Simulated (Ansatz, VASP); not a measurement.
**Two plane-wave programs on ZnO**

The input INCAR:

```
SYSTEM = ZnO
PREC = Accurate ; ENCUT = 520
EDIFF = 1E-6 ; ISMEAR = -1
SIGMA = 0.02 ; LREAL = .FALSE.
LASPH = .TRUE. ; NELM = 100
ALGO = Normal ; ISIF = 2
LWAVE = .FALSE. ; LCHARG = .FALSE.
GGA = PE ; NBANDS = 16
```

KPOINTS

```
regular mesh
0
G
  10 10 10
  0 0 0
```

Contents of POSCAR:

```
ZnO
1.0
    0.0000000000      2.1337703963      2.2167740647
    2.1337703963      0.0000000000      2.2167740647
    2.1337703963      2.1337703963      0.0000000000
Zn O
1 1
Direct
    0.0000000000      0.0000000000      0.0000000000
    0.5000000000      0.5000000000      0.5000000000
```

Input for Ansatz:

```yaml
crystal:
  lattice:
    - [0.0, 2.1337703963, 2.2167740647]
    - [2.1337703963, 0.0, 2.2167740647]
    - [2.1337703963, 2.1337703963, 0.0]
  atoms:
    - { symbol: Zn, position: [0.0, 0.0, 0.0] }
    - { symbol: O, position: [0.5, 0.5, 0.5] }
kpoints:
  mp_grid: { grid: [10, 10, 10] }
  band_path:
    path:
      - [0.0, 0.0, 0.0]
      - [0.5, 0.0, 0.5]
      - [0.625, 0.25, 0.625]
      - [0.375, 0.375, 0.75]
      - [0.5, 0.5, 0.5]
      - [0.5, 0.25, 0.75]
    npoints: 1
hamiltonian:
  xc: pbe
scf:
  occupations: { method: fermi_dirac, width: 0.02 }
  n_extra_bands: 4
output:
  forces: true
  stress: true
  eigenvalues: true
```

Change from the starting cell: uniaxial_z strain +3.9%.

Alike in both runs: task single point; functional PBE; k mesh 10 × 10 × 10; occupations fermi-dirac, width 0.02 eV; no spin polarisation.

|  | VASP | Ansatz |
| --- | --- | --- |
| version | VASP 6.6.1 | Ansatz 0.2.0 |
| potentials or method | VASP PAW PBE potentials, release 64 (Zn, O) | plane waves, PAW |
| plane-wave cutoff (eV) | 520 | 420 |
| valence electrons in the cell | 18 | 18 |

Ansatz gave:

```
pressure (GPa)                                                : 1.3
traceless stress, the component that is largest in VASP (GPa) : -2.07
```

**Question.** Which values does VASP return?

**Answer.** Pressure (GPa): 2.3; traceless stress, the component that is largest in VASP (GPa): -2.30.

With one functional, cell and mesh, what is left measures potentials, basis and numerics.
